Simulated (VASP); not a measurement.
Ge: single point with LDA

The system is Ge.

```xyz
2
Lattice="-2.5219 2.5219 1.3689 2.5219 -2.5219 1.3689 2.5219 2.5219 -1.3689" Properties=species:S:1:pos:R:3 pbc="T T T"
Ge    0.0000    0.0000    1.3689
Ge    2.5219    0.0000    0.6844
```

This cell differs from its parent crystal: volume scaled by 0.94.

```yaml
Program: VASP 6.6.1
Task: single point
Functional: LDA
Potentials_or_basis: VASP PAW LDA potentials, release 64 (Ge_d)
Cutoff: 520 eV
k_mesh: 11 × 11 × 11
Occupations: fermi-dirac, width 0.05 eV
Spin: no spin polarisation
```

* Pressure: 2.7 GPa
* Band gap on the k mesh: zero (band 14 reaches 9.11 eV, above the bottom of band 15 at 4.04 eV)

Stress tensor (GPa, compression positive):
```
2.72 0.00 0.00
0.00 2.72 0.00
0.00 0.00 2.62
```

Levels at points of the mesh, in eV from the Fermi level:
| k point | band 11 | band 12 | band 13 | band 14 | band 15 | band 16 | band 17 | band 18 |
| --- | --- | --- | --- | --- | --- | --- | --- | --- |
| (0.00, 0.00, 0.00) | -13.89 | -3.99 | -2.55 | -2.55 | 3.19 | 7.90 | 7.90 | 8.53 |

It took 34 s on 1 thread of AMD EPYC 9R45 96-Core Processor (Zen 5) (shared host), peak memory 0.16 GiB.
